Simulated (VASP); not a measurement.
Runs of VASP 6.6.1 on CdS. The structure is cubic, space group Fm-3m (No. 225). The conventional cell has a = 5.454 Å, b = 5.454 Å, c = 5.454 Å, α = 90.00°, β = 90.00°, γ = 90.00°. Cd (site symmetry m-3m) has 6 S at 2.73 Å within 3.6 Å. Within 3.6 Å of S (site symmetry m-3m) lie 6 Cd at 2.73 Å. 

| task | level | potentials or basis | k mesh | cutoff (eV) | GW scheme | GW iterations | cutoff of the response function | frequency points | empty bands | gap on the mesh (eV) | pressure (GPa) |
| --- | --- | --- | --- | --- | --- | --- | --- | --- | --- | --- | --- |
| single point | PBE | VASP PAW PBE potentials, release 64 (Cd, S) | 6 × 6 × 6 | 520 | - | - | - | - | - | 0.25 | 2.2 |
| single point | r2SCAN | VASP PAW PBE potentials, release 64 (Cd, S) | 4 × 4 × 4 | 520 | - | - | - | - | - | (b) | 0.9 |
| single point | PBE | VASP PAW PBE potentials, release 64 (Cd, S) | 4 × 4 × 4 | 520 | - | - | - | - | - | 0.21 | 2.6 |
| single point | HSE06 | VASP PAW PBE potentials, release 64 (Cd, S) | 4 × 4 × 4 | 520 | - | - | - | - | - | 1.22 | (a) |

Alike in all rows: no spin polarisation; cell a = 3.856 Å, angles 60.0°, 2 atoms; smearing gaussian 0.01 eV.

Problem. Estimate the missing entries.

Solution. (a) 0.8; (b) 0.70.

Caveats: some runs use coarse meshes; the PAW data sets were made with another functional, which shifts forces and pressure a little (some runs).

A k mesh can miss the band edges, and the runs leave out spin-orbit coupling on Cd.
